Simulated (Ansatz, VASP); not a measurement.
## Two plane-wave programs on HfO2

```
Hf O
1.0
     5.26187    0.00000    0.00000
     0.00000    5.04466    0.00000
     0.00000    0.00000    5.07259
Hf O
4 8
Cartesian
  0.1723 1.3474 1.2260
  2.4586 1.3474 3.7623
  2.8032 3.6972 1.2260
  5.0896 3.6972 3.7623
  1.9339 0.3567 1.9295
  0.6971 0.3567 4.4658
  3.8558 2.3213 2.4903
  4.0370 2.3213 5.0266
  1.4061 2.7233 5.0266
  1.2249 2.7233 2.4903
  4.5648 4.6880 1.9295
  3.3280 4.6880 4.4658
```

Alike in both runs: functional PBE; dispersion D3(BJ); k mesh 4 × 6 × 6; occupations gaussian, width 0.02 eV; no spin polarisation.

Ansatz relaxed the structure, and its values are those at the end. VASP's run is a single point on that final structure, the one shown.

|  | VASP | Ansatz |
| --- | --- | --- |
| version | VASP 6.6.1 | Ansatz 0.2.0 |
| potentials or method | VASP PAW PBE potentials, release 64 (Hf_pv, O), cutoff 520 eV | scalar-relativistic, plane waves, PAW |
| valence electrons in the cell | 88 | 152 |

|  | VASP | Ansatz | Ansatz less VASP |
| --- | --- | --- | --- |
| gap on the k mesh at the Fermi level (eV) | 4.35 | 4.40 | +0.047 |
| least direct gap on the mesh (eV) | 4.59 | 4.63 | +0.040 |
| pressure (GPa) | -3.3 | 0.0 | +3.25 |
| rms of the force components (eV/Å) | 0.026 | 0.000 | -0.0257 |

VASP's potentials hold 88 valence electrons a cell and Ansatz's 152, so a difference there can come from the potentials and not from the codes.

Spin-orbit coupling is off throughout.
